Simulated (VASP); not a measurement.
# PC2 (P6_3/mmc) in VASP: notebook

PC2 is run at these levels: PBE; tasks: single point.

Everything below comes from runs of VASP 6.6.1. Logs are shortened: lines on timing, memory, paths and dates and some standing lists are left out, and cuts for length are marked.

**1. The cell of the first run**

It takes space group P6_3/mmc (No. 194, hexagonal). The conventional cell has a = 2.847 Å, b = 2.847 Å, c = 7.041 Å, α = 90.00°, β = 90.00°, γ = 120.00°. Within 2.6 Å of P (site symmetry -3m) lie 6 C at 1.95 Å. C (site symmetry 3m) has 1 C at 1.42 Å within 1.9 Å.

**2. Single point, PBE**

INCAR reads:

```
SYSTEM = PC2
PREC = Accurate ; ENCUT = 520
EDIFF = 1E-6 ; ISMEAR = 0
SIGMA = 0.1 ; LREAL = .FALSE.
LASPH = .TRUE. ; NELM = 80
ALGO = Normal ; ISIF = 2
LWAVE = .FALSE. ; LCHARG = .TRUE.
GGA = PE ; LELF = .TRUE.
LVHAR = .TRUE. ; NBANDS = 22
```

KPOINTS reads:

```
Automatic mesh
0
G
  6 6 2
  0 0 0
```

POSCAR reads:

```
PC2
1.0
    2.8465325622     -0.0000000025      0.0000000000
   -1.4232662789      2.4651695128      0.0000000000
    0.0000000000      0.0000000000      7.0411027964
P C
2 4
Direct
    0.0000000000      0.0000000000      0.0000000000
    0.0000000000      0.0000000000      0.5000000000
    0.3333333333      0.6666666667      0.8504909349
    0.3333333333      0.6666666667      0.6495090651
    0.6666666667      0.3333333333      0.1495090651
    0.6666666667      0.3333333333      0.3504909349
```

Potentials or basis: VASP PAW PBE potentials, release 64 (P, C).

On the command line:

```console
$ cat potpaw_PBE.64/P/POTCAR potpaw_PBE.64/C/POTCAR > POTCAR
$ mpirun -np 1 vasp_std > vasp.out
```

OUTCAR:

```text
SYSTEM = PC2
   PREC = Accurate
   ENCUT = 520
   EDIFF = 1E-6
   ISMEAR = 0
   LREAL = .FALSE.
   LASPH = .TRUE.
   NELM = 80
   ISIF = 2
   GGA = PE

 ion  position               nearest neighbor table
   1  0.000  0.000  0.000-   3 1.95   5 1.95   3 1.95   5 1.95   5 1.95   3 1.95
   2  0.000  0.000  0.500-   4 1.95   6 1.95   4 1.95   6 1.95   6 1.95   4 1.95
   3  0.333  0.667  0.850-   4 1.42   1 1.95   1 1.95   1 1.95
   4  0.333  0.667  0.650-   3 1.42   2 1.95   2 1.95   2 1.95
   5  0.667  0.333  0.150-   6 1.42   1 1.95   1 1.95   1 1.95
   6  0.667  0.333  0.350-   5 1.42   2 1.95   2 1.95   2 1.95

  LATTYP: Found a hexagonal cell.
 ALAT       =     2.8465325622
 C/A-ratio  =     2.4735718431

  Lattice vectors:

 A1 = (   2.8465325622,  -0.0000000025,   0.0000000000)
 A2 = (  -1.4232662789,   2.4651695128,   0.0000000000)
 A3 = (   0.0000000000,   0.0000000000,   7.0411027964)

Analysis of symmetry for initial positions (statically):
=====================================================================
 Subroutine PRICEL returns:
 Original cell was already a primitive cell.

 Routine SETGRP: Setting up the symmetry group for a
 hexagonal supercell.

 Subroutine GETGRP returns: Found 24 space group operations
 (whereof 12 operations were pure point group operations)
 out of a pool of 24 trial point group operations.

The static configuration has the point symmetry D_3d.
 The point group associated with its full space group is D_6h.

Analysis of symmetry for dynamics (positions and initial velocities):
=====================================================================
 Subroutine PRICEL returns:
 Original cell was already a primitive cell.

 Routine SETGRP: Setting up the symmetry group for a
 hexagonal supercell.

 Subroutine GETGRP returns: Found 24 space group operations
 (whereof 12 operations were pure point group operations)
 out of a pool of 24 trial point group operations.

The dynamic configuration has the point symmetry D_3d.
 The point group associated with its full space group is D_6h.

 Subroutine INISYM returns: Found 24 space group operations
 (whereof 12 operations are pure point group operations),
 and found     1 'primitive' translations

----------------------------------------------------------------------------------------

                                     Primitive cell

  volume of cell :      49.4087

  direct lattice vectors                    reciprocal lattice vectors
     2.846532562 -0.000000003  0.000000000     0.351304606  0.202825808  0.000000000
    -1.423266279  2.465169513  0.000000000     0.000000000  0.405651618  0.000000000
     0.000000000  0.000000000  7.041102796     0.000000000  0.000000000  0.142023207

  length of vectors
     2.846532562  2.846532562  7.041102796     0.405651618  0.405651618  0.142023207

  position of ions in fractional coordinates (direct lattice)
     0.000000000  0.000000000  0.000000000
     0.000000000  0.000000000  0.500000000
     0.333333333  0.666666667  0.850490935
     0.333333333  0.666666667  0.649509065
     0.666666667  0.333333333  0.149509065
     0.666666667  0.333333333  0.350490935

  ion indices of the primitive-cell ions
   primitive index   ion index
                 1           1
                 2           2
                 3           3
                 4           4
                 5           5
                 6           6

----------------------------------------------------------------------------------------

 KPOINTS: Automatic mesh

Automatic generation of k-mesh.
 Grid dimensions read from file:
 generate k-points for:    6    6    2

 Generating k-lattice:

  Cartesian coordinates                     Fractional coordinates (reciprocal lattice)
     0.058550768  0.033804301  0.000000000     0.166666667  0.000000000  0.000000000
     0.000000000  0.067608603  0.000000000     0.000000000  0.166666667  0.000000000
     0.000000000  0.000000000  0.071011604     0.000000000  0.000000000  0.500000000

  Length of vectors
     0.067608603  0.067608603  0.071011604

  Shift w.r.t. Gamma in fractional coordinates (k-lattice)
     0.000000000  0.000000000  0.000000000

 Subroutine IBZKPT returns following result:
 ===========================================

 Found     14 irreducible k-points:

 Following reciprocal coordinates:
            Coordinates               Weight
  0.000000  0.000000  0.000000      1.000000
  0.166667  0.000000  0.000000      6.000000
  0.333333  0.000000  0.000000      6.000000
  0.500000  0.000000  0.000000      3.000000
  0.166667  0.166667  0.000000      6.000000
  0.333333  0.166667  0.000000     12.000000
  0.333333  0.333333  0.000000      2.000000
  0.000000  0.000000  0.500000      1.000000
  0.166667  0.000000  0.500000      6.000000
  0.333333  0.000000  0.500000      6.000000
  0.500000  0.000000  0.500000      3.000000
  0.166667  0.166667  0.500000      6.000000
  0.333333  0.166667  0.500000     12.000000
[... 93 lines left out ...]
      5       1.0004      2.00000
      6       4.7931      2.00000
[... 14 lines left out ...]
     21      18.6449      0.00000
     22      19.4324      0.00000

 k-point     3 :       0.3333    0.0000    0.0000
  band No.  band energies     occupation
      1      -7.2138      2.00000
      2      -5.2867      2.00000
      3      -4.5737      2.00000
      4      -0.4070      2.00000
      5       1.0198      2.00000
      6       1.2232      2.00000
[... 14 lines left out ...]
     21      19.7205      0.00000
     22      20.7697      0.00000

 k-point     4 :       0.5000    0.0000    0.0000
  band No.  band energies     occupation
      1      -4.9788      2.00000
      2      -4.7781      2.00000
      3      -2.5014      2.00000
      4      -2.2648      2.00000
      5      -1.7227      2.00000
      6       0.1973      2.00000
[... 14 lines left out ...]
     21      20.3583      0.00000
     22      20.5272      0.00000

 k-point     5 :       0.1667    0.1667    0.0000
  band No.  band energies     occupation
      1      -7.7550      2.00000
      2      -5.8815      2.00000
      3      -4.8704      2.00000
      4      -0.0893      2.00000
      5       1.5745      2.00000
      6       3.0380      2.00000
[... 14 lines left out ...]
     21      18.4739      0.00000
     22      18.7471      0.00000

 k-point     6 :       0.3333    0.1667    0.0000
  band No.  band energies     occupation
      1      -5.6896      2.00000
      2      -4.0380      2.00000
      3      -3.5273      2.00000
      4      -1.2781      2.00000
      5      -0.2032      2.00000
      6       0.7797      2.00000
[... 14 lines left out ...]
     21      20.4927      0.00000
     22      20.5762      0.00000

 k-point     7 :       0.3333    0.3333    0.0000
  band No.  band energies     occupation
      1      -4.0366      2.00000
      2      -4.0366      2.00000
      3      -2.1218      2.00000
      4      -0.7040      2.00000
      5      -0.7040      2.00000
      6      -0.7032      2.00000
[... 74 lines left out ...]
      6       1.2881      2.00000
[... 14 lines left out ...]
     21      19.7315      0.00000
     22      19.7315      0.00000

 k-point    11 :       0.5000    0.0000    0.5000
  band No.  band energies     occupation
      1      -4.7924      2.00000
      2      -4.7924      2.00000
      3      -2.9742      2.00000
      4      -2.9742      2.00000
      5       0.2275      2.00000
      6       0.2275      2.00000
[... 14 lines left out ...]
     21      20.3543      0.00000
     22      20.3543      0.00000

 k-point    12 :       0.1667    0.1667    0.5000
  band No.  band energies     occupation
      1      -7.1774      2.00000
      2      -7.1774      2.00000
      3      -2.6182      2.00000
      4      -2.6182      2.00000
      5       2.8710      2.00000
      6       2.8710      2.00000
[... 14 lines left out ...]
     21      19.8946      0.00000
     22      19.8946      0.00000

 k-point    13 :       0.3333    0.1667    0.5000
  band No.  band energies     occupation
      1      -5.1800      2.00000
      2      -5.1800      2.00000
      3      -2.1579      2.00000
      4      -2.1579      2.00000
      5       0.3805      2.00000
      6       0.3805      2.00000
[... 14 lines left out ...]
     21      20.2240      0.00000
     22      20.2240      0.00000

 k-point    14 :       0.3333    0.3333    0.5000
  band No.  band energies     occupation
      1      -4.0091      2.00000
      2      -4.0091      2.00000
      3      -1.5798      2.00000
      4      -1.5798      2.00000
      5      -1.0162      2.00000
      6      -1.0162      2.00000
[... 14 lines left out ...]
     21      21.1352      0.00000
     22      21.1352      0.00000

------------------------ aborting loop because EDIFF is reached ----------------------------------------

  FORCE on cell =-STRESS in cart. coord.  units (eV):
  Direction    XX          YY          ZZ          XY          YZ          ZX
  --------------------------------------------------------------------------------------
  -------------------------------------------------------------------------------------
  Total       -0.2233507     -0.2233507     -0.0472327     -0.0000000     -0.0000000      0.0000000
  in kB       -7.2425955     -7.2425955     -1.5316167     -0.0000000     -0.0000000      0.0000000
  external PRESSURE =      -5.3389359 kB  Pullay stress =       0.0000000 kB

 VOLUME and BASIS-vectors are now :
 -----------------------------------------------------------------------------
  energy-cutoff  :      520.00
  volume of cell :       49.41
      direct lattice vectors                 reciprocal lattice vectors
     2.846532562 -0.000000003  0.000000000     0.351304606  0.202825808  0.000000000
    -1.423266279  2.465169513  0.000000000     0.000000000  0.405651618  0.000000000
     0.000000000  0.000000000  7.041102796     0.000000000  0.000000000  0.142023207

 POSITION                                       TOTAL-FORCE (eV/Angst)
 -----------------------------------------------------------------------------------
      0.00000      0.00000      0.00000         0.000000      0.000000      0.000000
      0.00000      0.00000      3.52055         0.000000      0.000000      0.000000
      0.00000      1.64345      5.98839        -0.000000     -0.000000      0.065921
      0.00000      1.64345      4.57326        -0.000000      0.000000     -0.065921
      1.42327      0.82172      1.05271         0.000000      0.000000     -0.065921
      1.42327      0.82172      2.46784         0.000000     -0.000000      0.065921
 -----------------------------------------------------------------------------------
    total drift:                                0.000000     -0.000000     -0.000000

  FREE ENERGIE OF THE ION-ELECTRON SYSTEM (eV)
  ---------------------------------------------------
  free  energy   TOTEN  =       -43.0260057055 eV

  energy  without entropy=      -43.0146642946  energy(sigma->0) =      -43.02033500
```

Wall time 15 s (1 thread of Intel Xeon 6975P-C (Granite Rapids), shared host); peak memory 0.16 GiB.

Results:

- Free energy: -43.0260 eV
- Pressure: -0.5 GPa
- Largest force: 0.066 eV/Å
- Band gap on the k mesh: zero (band 13 reaches 11.37 eV, above the bottom of band 14 at 8.13 eV)

Forces in eV/Å, atoms in the order of the input:
```
P    0.000  0.000  0.000
P    0.000  0.000  0.000
C    0.000  0.000  0.066
C    0.000  0.000 -0.066
C    0.000  0.000 -0.066
C    0.000  0.000  0.066
```

Caveat: the k points lie up to 0.45 Å⁻¹ apart.

**3. Single point, PBE**

This run uses another cell than the first one, of 8.28 Å³/atom, 1.005 times its volume.

INCAR reads:

```
SYSTEM = PC2
  ALGO = Normal
  EDIFF = 1E-6
  ENCUT = 520
  GGA = PE
  ISIF = 2
  ISMEAR = 0
  LASPH = .True.
  LCHARG = .False.
  LREAL = .False.
  LWAVE = .False.
  NBANDS = 22
  NELM = 80
  PREC = Accurate
  SIGMA = 0.1
```

KPOINTS reads:

```
k-points
0
Gamma
  6 6 4
  0 0 0
```

POSCAR reads:

```
PC2
1.0
    2.8617542475      0.0000000000      0.0000000000
   -1.4308771237      2.4783518777      0.0000000000
    0.0000000000      0.0000000000      7.0037363477
P C
2 4
Direct
    0.0000000000      0.0000000000      0.0000000000
    0.0000000000      0.0000000000      0.5000000000
    0.3333333333      0.6666666667      0.8510057016
    0.3333333333      0.6666666667      0.6489942984
    0.6666666667      0.3333333333      0.1489942984
    0.6666666667      0.3333333333      0.3510057016
```

Potentials or basis: VASP PAW PBE potentials, release 64 (P, C).

On the command line:

```console
$ cat potpaw_PBE.64/P/POTCAR potpaw_PBE.64/C/POTCAR > POTCAR
$ mpirun -np 1 vasp_std > vasp.out
```

Run time: 19 s. Hardware: 1 thread of Intel Xeon 6975P-C (Granite Rapids), shared host; peak memory 0.17 GiB.

Results (log left out):

```
Free energy            : -43.0848 eV
Pressure               : -0.1 GPa
Largest force          : 0.065 eV/Å
Band gap on the k mesh : zero (band 13 reaches 11.23 eV, above the bottom of band 14 at 8.14 eV)
```

Forces in eV/Å, atoms in the order of the input:
```
P    0.000  0.000  0.000
P    0.000  0.000  0.000
C    0.000  0.000  0.065
C    0.000  0.000 -0.065
C    0.000  0.000 -0.065
C    0.000  0.000  0.065
```

Stress tensor (GPa, compression positive):
```
-0.19  0.00  0.00
 0.00 -0.19  0.00
 0.00  0.00  0.22
```

Levels at points of the mesh, in eV from the Fermi level:
| k point | band 9 | band 10 | band 11 | band 12 | band 13 | band 14 | band 15 | band 16 | band 17 | band 18 |
| --- | --- | --- | --- | --- | --- | --- | --- | --- | --- | --- |
| (0.00, 0.00, 0.00) | -2.44 | -2.44 | 0.21 | 0.21 | 1.01 | 1.01 | 4.86 | 4.97 | 4.97 | 5.01 |
| (0.50, 0.00, 0.00) | -5.46 | -4.67 | -3.93 | -3.56 | -2.73 | 0.49 | 2.11 | 3.32 | 5.53 | 5.96 |
| (0.00, 0.00, 0.50) | -2.44 | -2.44 | 0.50 | 0.50 | 0.50 | 0.50 | 4.96 | 4.96 | 6.21 | 6.21 |
| (0.50, 0.00, 0.50) | -5.05 | -5.05 | -3.42 | -3.42 | -0.21 | -0.21 | 1.84 | 1.84 | 6.05 | 6.05 |

Caveat: the k points lie up to 0.42 Å⁻¹ apart.

**4. Single point, PBE**

This run uses another cell than the first one, of 17.69 Å³/atom, 2.148 times its volume.

INCAR reads:

```
PREC     = Accurate       # precision mode
ENCUT    = 520            # plane-wave cutoff, eV
EDIFF    = 1E-6           # SCF threshold, eV
ISMEAR   = 0              # smearing method
SIGMA    = 0.1            # smearing width, eV
LREAL    = F              # projectors in reciprocal space
LASPH    = T              # aspherical terms in the spheres
NELM     = 60             # most SCF steps
ALGO     = Normal         # electronic algorithm
ISIF     = 2              # what is computed and relaxed
LWAVE    = F              # write WAVECAR
LCHARG   = F              # write CHGCAR
GGA      = PE             # functional
NBANDS   = 22             # bands
```

KPOINTS reads:

```
regular mesh
0
Gamma
  6 6 2
```

POSCAR reads:

```
PC2
1.0
    3.2469088100      0.0000000000      0.0000000000
   -1.6234544000      2.8119055100      0.0000000000
    0.0000000000      0.0000000000     11.6250734400
P C
2 4
Direct
    0.0000000000      0.0000000000      0.0000000000
    0.0000000000      0.0000000000      0.5000000000
    0.3333333300      0.6666666700      0.9068564800
    0.3333333300      0.6666666700      0.5931435200
    0.6666666700      0.3333333300      0.0931435200
    0.6666666700      0.3333333300      0.4068564800
```

On the command line:

```console
$ cat potpaw_PBE.64/P/POTCAR potpaw_PBE.64/C/POTCAR > POTCAR
$ mpirun -np 1 vasp_std > vasp.out
```

Wall time 18 s (1 thread of Intel Xeon 6975P-C (Granite Rapids), shared host); peak memory 0.21 GiB.

Results (log left out):

```yaml
Free_energy: -31.8551 eV
Pressure: -22.4 GPa
Largest_force: 2.570 eV/Å
Band_gap_on_the_k_mesh: zero (band 13 reaches 2.12 eV, above the bottom of band 14 at 1.42 eV)
```

Forces on the atoms (eV/Å):
```
P    0.000  0.000  0.000
P    0.000  0.000  0.000
C    0.000  0.000  2.570
C    0.000  0.000 -2.570
C    0.000  0.000 -2.570
C    0.000  0.000  2.570
```

Stress tensor (GPa, compression positive):
```
-23.88   0.00   0.00
  0.00 -23.88   0.00
  0.00   0.00 -19.47
```

Levels at points of the mesh, in eV from the Fermi level:
```
           k point  band 9  band 10  band 11  band 12  band 13  band 14  band 15  band 16  band 17  band 18
(0.00, 0.00, 0.00)   -1.20    -1.20    -0.37    -0.37    -0.35    -0.35    -0.04     1.05     1.52     1.78
(0.50, 0.00, 0.00)   -3.72    -3.70    -1.33    -0.84    -0.26     0.20     0.21     0.25     1.59     1.91
(0.00, 0.00, 0.50)   -1.21    -1.21    -0.36    -0.36    -0.36    -0.36     0.48     0.48     1.71     1.71
(0.50, 0.00, 0.50)   -3.71    -3.71    -1.13    -1.13     0.02     0.02     0.22     0.22     1.74     1.74
```

Caveat: the k points lie up to 0.37 Å⁻¹ apart; this functional lacks dispersion, which binds the layers, so the pressure and a relaxed spacing across them are unreliable; forces of over 1 eV/Å act on the atoms, so gaps and moduli don't describe the material at rest.

**5. The runs side by side**

```tsv
cell	k mesh	gap on the mesh (eV)	pressure (GPa)	largest force (eV/Å)
a = 2.847, b = 2.847, c = 7.041 Å, angles 90.0, 90.0, 120.0°, 6 atoms	6 × 6 × 2	none	-0.5	0.07
a = 2.862, b = 2.862, c = 7.004 Å, angles 90.0, 90.0, 120.0°, 6 atoms	6 × 6 × 4	none	-0.1	0.07
a = 3.247, b = 3.247, c = 11.625 Å, angles 90.0, 90.0, 120.0°, 6 atoms	6 × 6 × 2	none	-22.4	2.57
```

Alike in all rows: task single point; level PBE; potentials or basis VASP PAW PBE potentials, release 64 (P, C); no spin polarisation; cutoff (eV) 520; smearing gaussian 0.1 eV.

Caveats: all runs use coarse meshes; this functional lacks dispersion, which binds the layers, so the pressure and a relaxed spacing across them are unreliable (some runs); forces of over 1 eV/Å act on the atoms, so gaps and moduli don't describe the material at rest (some runs).

Absolute energies hang on the potentials; compare differences alone.
